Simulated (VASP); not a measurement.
Here is a VASP 6.6.1 calculation.

POSCAR

```
Pt
1.0
    2.7562755491      0.0000000000      0.0000000000
   -1.3781377746      2.3870046454      0.0000000000
    0.0000000000      0.0000000000      9.3295755805
Pt
4
Direct
    1.0000000000      0.0000000000      0.0000000000
    1.0000000000      0.0000000000      0.5000000000
    0.3333333333      0.6666666667      0.2500000000
    0.6666666667      0.3333333333      0.7500000000
```

INCAR.step1

```
PREC = Accurate ; ENCUT = 520
ISMEAR = -1 ; SIGMA = 0.05
LREAL = F ; LASPH = T
NELM = 150 ; ISPIN = 2
MAGMOM = 1 1 1 1 ; LMAXMIX = 4
NBANDS = 32 ; GGA = PE
ALGO = Normal ; EDIFF = 1E-4
LWAVE = T ; LCHARG = F
```

The input INCAR.step2:

```
PREC = Accurate ; ENCUT = 520
EDIFF = 1E-6 ; ISMEAR = -1
SIGMA = 0.05 ; LREAL = F
LASPH = T ; NELM = 150
ALGO = Normal ; ISIF = 2
LWAVE = F ; LCHARG = F
ISPIN = 2 ; MAGMOM = 1 1 1 1
LORBIT = 11 ; LMAXMIX = 4
METAGGA = R2SCAN ; LMIXTAU = T
NBANDS = 32 ; ISTART = 1
```

The input KPOINTS:

```
regular mesh
0
Gamma
  13 13 4
```

Potentials or basis: VASP PAW PBE potentials, release 64 (Pt).

Run with:

```console
$ cat potpaw_PBE.64/Pt/POTCAR > POTCAR
$ cp INCAR.step1 INCAR
$ mpirun -np 1 vasp_std > vasp.out
$ cp INCAR.step2 INCAR
$ mpirun -np 1 vasp_std > vasp.out
```

**Question.** Estimate the net moment.

**Answer.** 0.01 μB per cell.

**Question.** Predict the pressure.

**Answer.** 0.7 GPa.

**Question.** Predict the band gap on the k mesh.

**Answer.** Zero (filled and empty bands overlap).

Stress tensor (GPa, compression positive):
```
0.78 0.00 0.00
0.00 0.78 0.00
0.00 0.00 0.52
```

Caveat: the PAW data sets were made with another functional, which shifts forces and pressure a little; spin-orbit coupling is left out, which moves the levels of the heavy elements.
